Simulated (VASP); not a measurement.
Input of a VASP 6.6.1 run:

Contents of INCAR:

```
ALGO = Fast ; EDIFF = 1E-6
ENCUT = 520 ; GGA = PE
ISIF = 2 ; ISMEAR = 0
ISPIN = 2 ; LASPH = True
LCHARG = False ; LMAXMIX = 4
LORBIT = 11 ; LREAL = False
LWAVE = False ; MAGMOM = 3.5 0
NBANDS = 22 ; NELM = 150
PREC = Accurate ; SIGMA = 0.1
```

The input KPOINTS:

```
k-points
0
Gamma
  14 14 14
```

File POSCAR:

```
TiCo
1.0
    2.9629008397      0.0000000000      0.0000000000
    0.0000000000      2.9629008397      0.0000000000
    0.0000000000      0.0000000000      2.9886209309
Co Ti
1 1
Direct
    0.0000000000      0.0000000000      0.0000000000
    0.5000000000      0.5000000000      0.5000000000
```

Potentials or basis: VASP PAW PBE potentials, release 64 (Co, Ti_sv).

Run with:

```sh
$ cat potpaw_PBE.64/Co/POTCAR potpaw_PBE.64/Ti_sv/POTCAR > POTCAR
$ mpirun -np 1 vasp_std > vasp.out
```

Question: Estimate the pressure.

Answer: 1.9 GPa.

Question: Estimate the site moments.

Answer: Co +0.92; Ti -0.02 μB.

Question: What does it give for the net moment?

Answer: 0.85 μB per cell.

Stress tensor (GPa, compression positive):
```
2.16 0.00 0.00
0.00 2.16 0.00
0.00 0.00 1.26
```
